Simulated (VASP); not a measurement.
# MgS (R3m) in VASP: single point with HSE06

Aim: the single point of MgS with HSE06.

All numbers are computed with VASP 6.6.1; they aren't measurements. Logs are shortened: lines on timing, memory, paths and dates and some standing lists are left out, and cuts for length are marked.

### Step 1. The cell of the first run

It takes space group R3m (No. 160, trigonal). The conventional cell has a = 4.105 Å, b = 4.105 Å, c = 9.623 Å, α = 90.00°, β = 90.00°, γ = 120.00°. Mg (site symmetry 3m) has 4 S at 2.46 to 2.49 Å within 3.2 Å. S (site symmetry 3m) has 4 Mg at 2.46 to 2.49 Å within 3.2 Å.

### Step 2. Single point, HSE06 (epitaxial 111 strain +2.5%)

File POSCAR:

```
MgS
1.0
   -0.0832354596      2.8195456510      2.8195456510
    2.8195456510     -0.0832354596      2.8195456510
    2.8195456510      2.8195456510     -0.0832354596
Mg S
1 1
Direct
   -0.0026926460     -0.0026926460     -0.0026926460
    0.2526926460      0.2526926460      0.2526926460
```

File INCAR.step1:

```
SYSTEM = MgS
PREC = Accurate
ENCUT = 520
EDIFF = 1E-5
ISMEAR = 0
SIGMA = 0.01
LREAL = .False.
LASPH = .True.
NELM = 60
ALGO = Normal
ISIF = 2
LWAVE = .True.
NBANDS = 11
GGA = PE
```

File INCAR.step2:

```
SYSTEM = MgS
PREC = Accurate
ENCUT = 520
EDIFF = 1E-7
ISMEAR = 0
SIGMA = 0.01
LREAL = .False.
LASPH = .True.
NELM = 60
ALGO = Normal
ISIF = 2
LWAVE = .False.
LCHARG = .True.
GGA = PE
LHFCALC = .True.
HFSCREEN = 0.2079
PRECFOCK = Normal
LELF = .True.
LVHAR = .True.
NBANDS = 11
ISTART = 1
```

File KPOINTS:

```
regular mesh
0
Gamma
  6 6 6
  0 0 0
```

Potentials or basis: VASP PAW PBE potentials, release 64 (Mg, S).

Started as:

```bash
cat potpaw_PBE.64/Mg/POTCAR potpaw_PBE.64/S/POTCAR > POTCAR
cp INCAR.step1 INCAR
mpirun -np 1 vasp_std > vasp.out
cp INCAR.step2 INCAR
mpirun -np 1 vasp_std > vasp.out
```

OUTCAR:

```text
SYSTEM = MgS
   PREC = Accurate
   ENCUT = 520
   EDIFF = 1E-7
   ISMEAR = 0
   LREAL = .False.
   LASPH = .True.
   NELM = 60
   ISIF = 2
   GGA = PE
   LHFCALC = .True.
   HFSCREEN = 0.2079
   PRECFOCK = Normal
   ISTART = 1

 ion  position               nearest neighbor table
   1  0.997  0.997  0.997-   2 2.46   2 2.49   2 2.49   2 2.49
   2  0.253  0.253  0.253-   1 2.46   1 2.49   1 2.49   1 2.49

  LATTYP: Found a trigonal (rhomboedric) cell.
 ALAT       =     3.9883083504
 COS(alpha) =     0.4702742055

  Lattice vectors:

 A1 = (  -0.0832354596,   2.8195456510,   2.8195456510)
 A2 = (   2.8195456510,  -0.0832354596,   2.8195456510)
 A3 = (   2.8195456510,   2.8195456510,  -0.0832354596)

Analysis of symmetry for initial positions (statically):
=====================================================================
 Subroutine PRICEL returns:
 Original cell was already a primitive cell.

 Routine SETGRP: Setting up the symmetry group for a
 trigonal (rhombohedral) supercell.

 Subroutine GETGRP returns: Found  6 space group operations
 (whereof  6 operations were pure point group operations)
 out of a pool of 12 trial point group operations.

The static configuration has the point symmetry C_3v.

Analysis of symmetry for dynamics (positions and initial velocities):
=====================================================================
 Subroutine PRICEL returns:
 Original cell was already a primitive cell.

 Routine SETGRP: Setting up the symmetry group for a
 trigonal (rhombohedral) supercell.

 Subroutine GETGRP returns: Found  6 space group operations
 (whereof  6 operations were pure point group operations)
 out of a pool of 12 trial point group operations.

The dynamic configuration has the point symmetry C_3v.

 Subroutine INISYM returns: Found  6 space group operations
 (whereof  6 operations are pure point group operations),
 and found     1 'primitive' translations

----------------------------------------------------------------------------------------

                                     Primitive cell

  volume of cell :      46.8144

  direct lattice vectors                    reciprocal lattice vectors
    -0.083235460  2.819545651  2.819545651    -0.169668051  0.174829161  0.174829161
     2.819545651 -0.083235460  2.819545651     0.174829161 -0.169668051  0.174829161
     2.819545651  2.819545651 -0.083235460     0.174829161  0.174829161 -0.169668051

[... 99 lines left out ...]
   EFERMI_NEDOS =   21; number of points for ismear=-14 and -15
   IALGO  =     38    algorithm
   IMIX   =      1    mixing-type and parameters
     AMIX     =   0.40;   BMIX     =  1.00
     AMIX_MAG =   1.60;   BMIX_MAG =  1.00
  volume/ion in A,a.u.               =      23.41       157.96
  Fermi-wavevector in a.u.,A,eV,Ry     =   0.908472  1.716764 11.229184  0.825322
  Thomas-Fermi vector in A             =   2.032402
   LORBIT       =      0    0 simple, 1 ext, 2 COOP (PROOUT), +10 PAW based schemes
   GGA     = PE    functional components
   LHFCALC =     T    Hartree Fock is set to
   PRECFOCK=normal    Normal, Fast or Accurate (Low or Medium for compatibility)
   ENCUT4O =  -1.0   cutoff for four orbital integrals eV
   NKREDX  =     1    reduce k-point grid by
   NKREDY  =     1    reduce k-point grid by
   NKREDZ  =     1    reduce k-point grid by
   AEXX    =    0.2500 exact exchange contribution
   HFSCREEN=    0.2079 screening length (either q_TF or 0.3 A-1)
   HFSCREENC=   0.2079 screening length for correlation (either q_TF or 0.3 A-1)
   ENCUTFOCK=  -1.0 apply spherical cutoff to Coloumb kernel
   IVDW    =     0    specifies the selected vdW correction
   LEPSILON=     F    determine dielectric tensor
   LRPA    =     F    only Hartree local field effects (RPA)
 non-spin polarized calculation
 Gauss-broadening in eV      SIGMA  =   0.01
  energy-cutoff  :      520.00
  volume of cell :       46.81
 maximum number of plane-waves:      1277
 NGX is ok and might be reduce to    30
  NGX = 24; NGY = 24; NGZ = 24

 number of electron       8.0000000 magnetization

 Free energy of the ion-electron system (eV)
  ---------------------------------------------------
  ext. energy  EPLUGINS =         0.00000000
  ---------------------------------------------------
  free energy    TOTEN  =        -9.82497159 eV

  energy without entropy =       -9.82497159  energy(sigma->0) =       -9.82497159

 E-fermi :   0.4099     XC(G=0):  -6.9265

 val. band max:        0.3070493759   @ k =   0.0000   0.0000   0.0000
 cond. band min:       4.4656236954   @ k =   0.0000   0.0000   0.0000
 fundamental gap:      4.1585743194
 Fermi energy:         0.4099490185

 k-point     1 :       0.0000    0.0000    0.0000
  band No.  band energies     occupation
      1     -12.1656      2.00000
      2       0.0772      2.00000
      3       0.0772      2.00000
      4       0.3070      2.00000
      5       4.4656      0.00000
      6       9.0476      0.00000
      7       9.0476      0.00000
      8       9.6696      0.00000
      9      12.2796      0.00000
     10      12.2796      0.00000
     11      14.8932      0.00000
[... 309 lines left out ...]
 k-point    24 :      -0.3333    0.5000    0.1667
  band No.  band energies     occupation
      1     -11.2276      2.00000
      2      -2.4848      2.00000
      3      -1.4842      2.00000
      4      -1.1287      2.00000
      5       6.1077      0.00000
      6       8.0894      0.00000
      7      10.4660      0.00000
      8      10.9197      0.00000
      9      13.8404      0.00000
     10      15.2813      0.00000
     11      15.3339      0.00000

 [... further k-points ...]

------------------------ aborting loop because EDIFF is reached ----------------------------------------

  FORCE on cell =-STRESS in cart. coord.  units (eV):
  Direction    XX          YY          ZZ          XY          YZ          ZX
  --------------------------------------------------------------------------------------
  -------------------------------------------------------------------------------------
  Total       -0.5644806     -0.5644806     -0.5644806      0.2591052      0.2591052      0.2591052
  in kB      -19.3187964    -19.3187964    -19.3187964      8.8676221      8.8676221      8.8676221
  external PRESSURE =     -19.3187964 kB  Pullay stress =       0.0000000 kB

 VOLUME and BASIS-vectors are now :
 -----------------------------------------------------------------------------
  energy-cutoff  :      520.00
  volume of cell :       46.81
      direct lattice vectors                 reciprocal lattice vectors
    -0.083235460  2.819545651  2.819545651    -0.169668051  0.174829161  0.174829161
     2.819545651 -0.083235460  2.819545651     0.174829161 -0.169668051  0.174829161
     2.819545651  2.819545651 -0.083235460     0.174829161  0.174829161 -0.169668051

 POSITION                                       TOTAL-FORCE (eV/Angst)
 -----------------------------------------------------------------------------------
      5.54090      5.54090      5.54090         0.002528      0.002528      0.002528
      1.40392      1.40392      1.40392        -0.002528     -0.002528     -0.002528
 -----------------------------------------------------------------------------------
    total drift:                                0.000179      0.000180      0.000180

  FREE ENERGIE OF THE ION-ELECTRON SYSTEM (eV)
  ---------------------------------------------------
  free  energy   TOTEN  =        -9.8249715874 eV

  energy  without entropy=       -9.8249715874  energy(sigma->0) =       -9.82497159
```

Run time: 39 min. Hardware: 1 thread of Intel Xeon 8259CL, shared host; peak memory 0.3 GiB.

What came out:

* Free energy: -9.8250 eV
* Pressure: -1.9 GPa
* Largest force: 0.004 eV/Å
* Band gap on the k mesh: 4.16 eV

Forces on the atoms (eV/Å):
```
Mg   0.003  0.003  0.003
S   -0.003 -0.003 -0.003
```

Caveat: the cell differs from its parent crystal (epitaxial 111 strain +2.5%); the PAW data sets were made with another functional, which shifts forces and pressure a little.
